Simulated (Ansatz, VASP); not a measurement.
# Sn: VASP beside Ansatz

```
CELL_PARAMETERS angstrom
0.00000 3.22382 3.22382
3.22382 0.00000 3.22382
3.22382 3.22382 0.00000
ATOMIC_POSITIONS crystal
Sn 0.50000 0.50000 0.50000
Sn 0.75000 0.75000 0.75000
```

Change from the starting cell: volume scaled by 0.98.

Alike in both runs: task single point; functional PBE; k mesh 9 × 9 × 9; occupations fermi-dirac, width 0.03 eV; no spin polarisation.

|  | VASP | Ansatz |
| --- | --- | --- |
| version | VASP 6.6.1 | Ansatz 0.2.0 |
| potentials or method | VASP PAW PBE potentials, release 64 (Sn_d), cutoff 520 eV | all-electron LAPW, scalar-relativistic |

|  | VASP | Ansatz | Ansatz less VASP |
| --- | --- | --- | --- |
| pressure (GPa) | 4.2 | 4.3 | +0.05 |

Ansatz ran all-electron here, and VASP with PAW potentials.
